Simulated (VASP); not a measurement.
Set up this calculation in VASP 6.6.1, as the native input.

```yaml
Task: single point
Functional: PBE
Potentials_or_basis: VASP PAW PBE potentials, release 64 (C)
Cutoff: 520 eV
k_mesh: 12 × 12 × 12
Occupations: gaussian, width 0.02 eV
Spin: no spin polarisation
Dipole_correction: no
Further_INCAR_settings: ALGO = Normal; EDIFF = 1e-06; NBANDS = 11
```

The structure of C lies in POSCAR:

```
C
1.0
    0.0000000000      1.8113280440      1.8113280440
    1.8113280440      0.0000000000      1.8113280440
    1.8113280440      1.8113280440      0.0000000000
C
2
Direct
    0.5000000000      0.5000000000      0.5000000000
    0.7500000000      0.7500000000      0.7500000000
```

This cell differs from its parent crystal: strained.

One way to write it, as run:

INCAR

```
SYSTEM = C
ALGO = Normal
EDIFF = 1E-6
ENCUT = 520
GGA = PE
ISIF = 2
ISMEAR = 0
LASPH = .True.
LCHARG = .True.
LELF = .True.
LREAL = .False.
LVHAR = .True.
LWAVE = .False.
NBANDS = 11
NELM = 80
PREC = Accurate
SIGMA = 0.02
```

KPOINTS

```
k-points
0
Gamma
  12 12 12
  0 0 0
```

Potentials or basis: VASP PAW PBE potentials, release 64 (C).

Command:

```sh
$ cat potpaw_PBE.64/C/POTCAR > POTCAR
$ mpirun -np 1 vasp_std > vasp.out
```

Results of the run:

The pressure is -16.5 GPa and the band gap on the k mesh is 4.05 eV, indirect (least direct gap 5.46 eV).

Caveat: the cell differs from its parent crystal (strained).

Wall time 8.6 s on 1 thread of Intel(R) Xeon(R) Platinum 8259CL CPU @ 2.50GHz (Skylake/Cascade Lake), on a shared host, peak memory 0.12 GiB.
